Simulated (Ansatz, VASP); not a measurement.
## AlSn: VASP beside Ansatz

```
Sn Al
1.0
     4.22591    0.00000    0.00000
    -2.11295    3.65974    0.00000
     0.00000    0.00000    3.32875
Sn Al
1 1
Direct
  0.33333 0.66667 0.50000
  0.00000 0.00000 0.00000
```

Change from the starting cell: volume scaled by 1.02.

Alike in both runs: task single point; functional RPBE; dispersion D4; k mesh 7 × 7 × 8; occupations methfessel-paxton of order 1, width 0.2 eV; no spin polarisation.

|  | VASP | Ansatz |
| --- | --- | --- |
| version | VASP 6.6.1 | Ansatz 0.2.0 |
| potentials or method | VASP PAW PBE potentials, release 64 (Sn_d, Al), cutoff 520 eV | all-electron LAPW, scalar-relativistic |

Ansatz gave:

```
gap on the k mesh at the Fermi level (eV)                     : none
pressure (GPa)                                                : -3.2
traceless stress, the component that is largest in VASP (GPa) : 0.49
```

Question: What did VASP give for the same quantities?

Answer: gap on the k mesh at the Fermi level (eV): none; pressure (GPa): -3.3; traceless stress, the component that is largest in VASP (GPa): 0.48.

VASP's potentials were made for PBE, not for RPBE. A gap of «none» marks a metal or a gap that the smearing closes. Ansatz ran all-electron here, and VASP with PAW potentials.
